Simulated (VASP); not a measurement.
# CaO in VASP: further runs

CaO is run at these levels: LDA; tasks: single point.

Everything below comes from runs of VASP 6.6.1. Logs are shortened: lines on timing, memory, paths and dates and some standing lists are left out, and cuts for length are marked.

### Step 1. The cell of the first run

Symmetry: I4/mmm, No. 139, tetragonal system. The conventional cell has a = 3.396 Å, b = 3.396 Å, c = 4.651 Å, α = 90.00°, β = 90.00°, γ = 90.00°. Ca (site symmetry 4/mmm) has 6 O at 2.33 to 2.40 Å within 3.1 Å. Within 3.1 Å of O (site symmetry 4/mmm) lie 6 Ca at 2.33 to 2.40 Å.

### Step 2. Single point, LDA (in-plane strain +0.02)

INCAR reads:

```
ALGO = Normal
EDIFF = 1E-6
ENCUT = 520
ISIF = 2
ISMEAR = 0
LASPH = T
LCHARG = F
LREAL = F
LWAVE = F
NBANDS = 15
NELM = 100
PREC = Accurate
SIGMA = 0.01
```

KPOINTS reads:

```
k-points
0
Gamma
  8 8 8
```

POSCAR reads:

```
CaO
1.0
    2.4010288149      2.4010288149      0.0000000000
   -2.4010288149      2.4010288149      0.0000000000
    0.0000000000      2.4010288149      2.3257024207
Ca O
1 1
Direct
    0.0000000000      0.0000000000      0.0000000000
    0.5000000000      0.5000000000      0.0000000000
```

Potentials or basis: VASP PAW LDA potentials, release 64 (Ca_sv, O).

The run is started by

```console
cat potpaw_LDA.64/Ca_sv/POTCAR potpaw_LDA.64/O/POTCAR > POTCAR
mpirun -np 1 vasp_std > vasp.out
```

OUTCAR:

```text
EDIFF = 1E-6
   ENCUT = 520
   ISIF = 2
   ISMEAR = 0
   LASPH = T
   LREAL = F
   NELM = 100
   PREC = Accurate

 ion  position               nearest neighbor table
   1  0.000  0.000  0.000-   2 2.33   2 2.33   2 2.40   2 2.40   2 2.40   2 2.40
   2  0.500  0.500  0.000-   1 2.33   1 2.33   1 2.40   1 2.40   1 2.40   1 2.40

  LATTYP: Found a body centered tetragonal cell.
 ALAT       =     3.3955675137
 C/A-ratio  =     1.3698460781

  Lattice vectors:

 A1 = (   2.4010288149,   0.0000000000,  -2.3257024207)
 A2 = (  -2.4010288149,   0.0000000000,  -2.3257024207)
 A3 = (   0.0000000000,   2.4010288149,   2.3257024207)

Analysis of symmetry for initial positions (statically):
=====================================================================
 Subroutine PRICEL returns:
 Original cell was already a primitive cell.

 Routine SETGRP: Setting up the symmetry group for a
 body centered tetragonal supercell.

 Subroutine GETGRP returns: Found 16 space group operations
 (whereof 16 operations were pure point group operations)
 out of a pool of 16 trial point group operations.

The static configuration has the point symmetry D_4h.

Analysis of symmetry for dynamics (positions and initial velocities):
=====================================================================
 Subroutine PRICEL returns:
 Original cell was already a primitive cell.

 Routine SETGRP: Setting up the symmetry group for a
 body centered tetragonal supercell.

 Subroutine GETGRP returns: Found 16 space group operations
 (whereof 16 operations were pure point group operations)
 out of a pool of 16 trial point group operations.

The dynamic configuration has the point symmetry D_4h.

 Subroutine INISYM returns: Found 16 space group operations
 (whereof 16 operations are pure point group operations),
 and found     1 'primitive' translations

----------------------------------------------------------------------------------------

                                     Primitive cell

  volume of cell :      26.8151

  direct lattice vectors                    reciprocal lattice vectors
     2.401028815  2.401028815  0.000000000     0.208244065  0.208244065 -0.214988812
    -2.401028815  2.401028815  0.000000000    -0.208244065  0.208244065 -0.214988812
     0.000000000  2.401028815  2.325702421     0.000000000  0.000000000  0.429977624

  length of vectors
     3.395567514  3.395567514  3.342728095     0.364624972  0.364624972  0.429977624

  position of ions in fractional coordinates (direct lattice)
     0.000000000  0.000000000  0.000000000
     0.500000000  0.500000000  0.000000000

  ion indices of the primitive-cell ions
   primitive index   ion index
                 1           1
                 2           2

----------------------------------------------------------------------------------------

 KPOINTS: k-points

Automatic generation of k-mesh.
 Grid dimensions read from file:
 generate k-points for:    8    8    8

 Generating k-lattice:

  Cartesian coordinates                     Fractional coordinates (reciprocal lattice)
     0.026030508  0.026030508 -0.026873601     0.125000000  0.000000000  0.000000000
    -0.026030508  0.026030508 -0.026873601     0.000000000  0.125000000  0.000000000
     0.000000000  0.000000000  0.053747203     0.000000000  0.000000000  0.125000000

  Length of vectors
     0.045578121  0.045578121  0.053747203

  Shift w.r.t. Gamma in fractional coordinates (k-lattice)
     0.000000000  0.000000000  0.000000000

 Subroutine IBZKPT returns following result:
 ===========================================

 Found     59 irreducible k-points:

 Following reciprocal coordinates:
            Coordinates               Weight
  0.000000  0.000000  0.000000      1.000000
  0.125000  0.000000  0.000000      8.000000
  0.250000  0.000000  0.000000      8.000000
  0.375000  0.000000 -0.000000      8.000000
  0.500000  0.000000  0.000000      4.000000
  0.125000  0.125000  0.000000      8.000000
[... 16 lines left out ...]
  0.250000  0.000000  0.125000      4.000000
  0.375000  0.000000  0.125000      8.000000
 [... further k-points ...]
   k-points           NKPTS =     59   k-points in BZ     NKDIM =     59   number of bands    NBANDS=     15
   number of dos      NEDOS =    301   number of ions     NIONS =      2
   total plane-waves  NPLWV =  21952
   dimension x,y,z NGX =    28 NGY =   28 NGZ =   28
   dimension x,y,z NGXF=    56 NGYF=   56 NGZF=   56
   ions per type =               1   1
   NGX,Y,Z   is equivalent  to a cutoff of  13.71, 13.71, 13.93 a.u.
   NGXF,Y,Z  is equivalent  to a cutoff of  27.42, 27.42, 27.85 a.u.
 SYSTEM =  unknown system
   PREC   = accura    normal or accurate (medium, high low for compatibility)
   ISTART =      0    job   : 0-new  1-cont  2-samecut
   ICHARG =      2    charge: 1-file 2-atom 10-const
   ISPIN  =      1    spin polarized calculation?
   LNONCOLLINEAR =      F non collinear calculations
   LSORBIT =      F    spin-orbit coupling
   LASPH  =      T    aspherical Exc in radial PAW
   ENCUT  =  520.0 eV  38.22 Ry    6.18 a.u.   6.31  6.31  6.22*2*pi/ulx,y,z
   NELM   =    100;   NELMIN=  2; NELMDL= -5     # of ELM steps
   EDIFF  = 0.1E-05   stopping-criterion for ELM
   LREAL  =      F    real-space projection
   EDIFFG = 0.1E-04   stopping-criterion for IOM
   NSW    =      0    number of steps for IOM
   IBRION =     -1    ionic relax: 0-MD 1-quasi-New 2-CG
   NFREE  =      0    steps in history (QN), initial steepest desc. (CG)
   ISIF   =      2    stress and relaxation
   ISYM   =      2    0-nonsym 1-usesym 2-fastsym
   POTIM  = 0.5000    time-step for ionic-motion
   TEBEG  =    0.0;   TEEND  =   0.0 temperature during run
   PSTRESS=    0.0 pullay stress
   NELECT =      16.0000    total number of electrons
   NUPDOWN=      -1.0000    fix difference up-down
   EMIN   =  10.00;   EMAX   =-10.00  energy-range for DOS
   EFERMI =   0.00;   METHOD = LEGACY
   ISMEAR =     0;   SIGMA  =   0.01  broadening in eV -4-tet -1-fermi 0-gaus
   EFERMI_NEDOS =   21; number of points for ismear=-14 and -15
   IALGO  =     38    algorithm
   IMIX   =      4    mixing-type and parameters
     AMIX     =   0.40;   BMIX     =  1.00
     AMIX_MAG =   1.60;   BMIX_MAG =  1.00
  volume/ion in A,a.u.               =      13.41        90.48
  Fermi-wavevector in a.u.,A,eV,Ry     =   1.378231  2.604478 25.844530  1.899519
  Thomas-Fermi vector in A             =   2.503311
   LORBIT       =      0    0 simple, 1 ext, 2 COOP (PROOUT), +10 PAW based schemes
   GGA     = CA    functional components
   LHFCALC =     F    Hartree Fock is set to
   AEXX    =    0.0000 exact exchange contribution
   IVDW    =     0    specifies the selected vdW correction
   LEPSILON=     F    determine dielectric tensor
   LRPA    =     F    only Hartree local field effects (RPA)
 non-spin polarized calculation
 Gauss-broadening in eV      SIGMA  =   0.01
  energy-cutoff  :      520.00
  volume of cell :       26.82
 maximum number of plane-waves:       740
 NGX is ok and might be reduce to    28
   NGX = 13   NGY = 13   NGZ = 13

 number of electron      15.9999995 magnetization

 Free energy of the ion-electron system (eV)
  ---------------------------------------------------
  ext. energy  EPLUGINS =         0.00000000
  ---------------------------------------------------
  free energy    TOTEN  =       -14.20706643 eV

  energy without entropy =      -14.20706643  energy(sigma->0) =      -14.20706643

 E-fermi :   2.4244     XC(G=0): -11.1985

 val. band max:        2.2844656334   @ k =   0.0000   0.0000   0.0000
 cond. band min:       5.5877137788   @ k =   0.0000   0.0000   0.5000
 fundamental gap:      3.3032481454
 Fermi energy:         2.4243651382

 k-point     1 :       0.0000    0.0000    0.0000
  band No.  band energies     occupation
      1     -34.7028      2.00000
      2     -15.7261      2.00000
      3     -15.7261      2.00000
      4     -15.7150      2.00000
      5     -13.0607      2.00000
      6       2.1857      2.00000
      7       2.1857      2.00000
      8       2.2845      2.00000
      9       7.0238      0.00000
     10       8.3362      0.00000
     11       8.3362      0.00000
     12       8.5653      0.00000
     13       9.8769      0.00000
     14      10.2372      0.00000
     15      17.2448      0.00000

 k-point     2 :       0.1250    0.0000    0.0000
  band No.  band energies     occupation
      1     -34.6839      2.00000
      2     -15.9888      2.00000
      3     -15.7382      2.00000
      4     -15.7256      2.00000
      5     -12.7835      2.00000
      6       1.6512      2.00000
      7       1.9591      2.00000
      8       2.0187      2.00000
      9       7.7125      0.00000
     10       8.3589      0.00000
     11       8.6328      0.00000
     12       8.7736      0.00000
     13      10.2667      0.00000
     14      10.6478      0.00000
     15      17.9018      0.00000

 k-point     3 :       0.2500    0.0000    0.0000
  band No.  band energies     occupation
      1     -34.6378      2.00000
      2     -16.4988      2.00000
      3     -15.7674      2.00000
      4     -15.7410      2.00000
      5     -12.2464      2.00000
      6       0.5978      2.00000
      7       1.4788      2.00000
      8       1.5106      2.00000
      9       8.4527      0.00000
     10       9.1811      0.00000
     11       9.4110      0.00000
     12       9.4733      0.00000
     13      11.2046      0.00000
     14      11.6211      0.00000
     15      18.3888      0.00000
[... 343 lines left out ...]
 k-point    23 :       0.2500    0.0000    0.1250
  band No.  band energies     occupation
      1     -34.6573      2.00000
      2     -16.2204      2.00000
      3     -15.8024      2.00000
      4     -15.7371      2.00000
      5     -12.5270      2.00000
      6       0.9730      2.00000
      7       1.5886      2.00000
      8       2.0162      2.00000
      9       8.1349      0.00000
     10       8.6246      0.00000
     11       8.8217      0.00000
     12       9.6085      0.00000
     13      10.7909      0.00000
     14      11.0648      0.00000
     15      18.6168      0.00000

 k-point    24 :       0.3750    0.0000    0.1250
  band No.  band energies     occupation
      1     -34.6114      2.00000
      2     -16.5976      2.00000
      3     -15.8608      2.00000
      4     -15.7667      2.00000
      5     -12.1395      2.00000
      6       0.2355      2.00000
      7       1.1903      2.00000
      8       1.6059      2.00000
      9       8.3568      0.00000
     10       9.5154      0.00000
     11       9.6875      0.00000
     12      10.5017      0.00000
     13      11.7081      0.00000
     14      12.0198      0.00000
     15      18.2885      0.00000

 [... further k-points ...]
[... 5 lines left out ...]
  --------------------------------------------------------------------------------------
  -------------------------------------------------------------------------------------
  Total       -0.6965313     -0.6965313      0.3122205      0.0000000      0.0000000      0.0000000
  in kB      -41.6171512    -41.6171512     18.6549102      0.0000000      0.0000000      0.0000000
  external PRESSURE =     -21.5264641 kB  Pullay stress =       0.0000000 kB

 VOLUME and BASIS-vectors are now :
 -----------------------------------------------------------------------------
  energy-cutoff  :      520.00
  volume of cell :       26.82
      direct lattice vectors                 reciprocal lattice vectors
     2.401028815  2.401028815  0.000000000     0.208244065  0.208244065 -0.214988812
    -2.401028815  2.401028815  0.000000000    -0.208244065  0.208244065 -0.214988812
     0.000000000  2.401028815  2.325702421     0.000000000  0.000000000  0.429977624

 POSITION                                       TOTAL-FORCE (eV/Angst)
 -----------------------------------------------------------------------------------
      0.00000      0.00000      0.00000        -0.000000     -0.000000      0.000000
      0.00000      2.40103      0.00000         0.000000      0.000000      0.000000
 -----------------------------------------------------------------------------------
    total drift:                               -0.000000      0.000000     -0.000000

  FREE ENERGIE OF THE ION-ELECTRON SYSTEM (eV)
  ---------------------------------------------------
  free  energy   TOTEN  =       -14.2070664317 eV

  energy  without entropy=      -14.2070664317  energy(sigma->0) =      -14.20706643
```

Wall time 12 s (1 thread of Intel Xeon 6975P-C (Granite Rapids), shared host); peak memory 0.15 GiB.

What came out:

| Property | Result |
| --- | --- |
| Free energy | -14.2071 eV |
| Pressure | -2.2 GPa |
| Band gap on the k mesh | 3.30 eV, indirect (least direct gap 3.77 eV) |

Levels at points of the mesh, in eV from the valence-band top:
```csv
k point,band 6,band 7,band 8,band 9,band 10,band 11
"(0.00, 0.00, 0.00)",-0.10,-0.10,0.00,4.74,6.05,6.05
"(0.50, 0.00, 0.00)",-2.86,-1.38,-1.38,7.05,8.42,8.45
"(0.50, 0.50, 0.00)",-1.42,-0.45,-0.35,3.41,8.16,9.05
"(0.00, 0.00, 0.50)",-1.21,-0.49,-0.49,3.30,8.25,9.01
```

Caveat: the cell differs from its parent crystal (in-plane strain +0.02). A k mesh can miss the band edges.

### Step 3. Single point, LDA

This run uses another cell than the first one, of 13.04 Å³/atom, 0.973 times its volume.

INCAR reads:

```
SYSTEM = CaO
PREC     = Accurate       ! precision mode
ENCUT    = 520            ! plane-wave cutoff, eV
EDIFF    = 1E-7           ! SCF threshold, eV
ISMEAR   = -1             ! smearing method
SIGMA    = 0.1            ! smearing width, eV
LREAL    = .False.        ! projectors in reciprocal space
LASPH    = .True.         ! aspherical terms in the spheres
NELM     = 80             ! most SCF steps
ALGO     = Normal         ! electronic algorithm
ISIF     = 2              ! what is computed and relaxed
LWAVE    = .False.        ! write WAVECAR
LCHARG   = .False.        ! write CHGCAR
GGA      = CA             ! functional
NBANDS   = 15             ! bands
```

KPOINTS reads:

```
regular mesh
0
Gamma
  12 12 12
  0 0 0
```

POSCAR reads:

```
CaO
1.0
    2.3539498185      2.3539498185      0.0000000000
   -2.3539498185      2.3539498185      0.0000000000
    0.0000000000      2.3539498185      2.3539498185
Ca O
1 1
Direct
    0.0000000000      0.0000000000      0.0000000000
    0.5000000000      0.5000000000      0.0000000000
```

Potentials or basis: VASP PAW LDA potentials, release 64 (Ca_sv, O).

The run is started by

```console
cat potpaw_LDA.64/Ca_sv/POTCAR potpaw_LDA.64/O/POTCAR > POTCAR
mpirun -np 1 vasp_std > vasp.out
```

Wall time 15 s (1 thread of Intel Xeon 6975P-C (Granite Rapids), shared host); peak memory 0.15 GiB.

The run converged. Its results:

```
Free energy            : -14.2204 eV
Pressure               : 1.0 GPa
Band gap on the k mesh : 3.42 eV, indirect (least direct gap 3.78 eV)
```

Levels at points of the mesh, in eV from the valence-band top:
```
           k point  band 5  band 6  band 7  band 8  band 9  band 10  band 11  band 12
(0.00, 0.00, 0.00)  -15.33    0.00    0.00    0.00    5.08     6.25     6.25     6.25
(0.50, 0.00, 0.00)  -13.79   -2.86   -1.36   -1.36    7.24     8.64     8.64     8.79
(0.50, 0.50, 0.00)  -15.09   -1.27   -0.36   -0.36    3.42     8.49     9.23     9.96
```

A k mesh can miss the band edges.
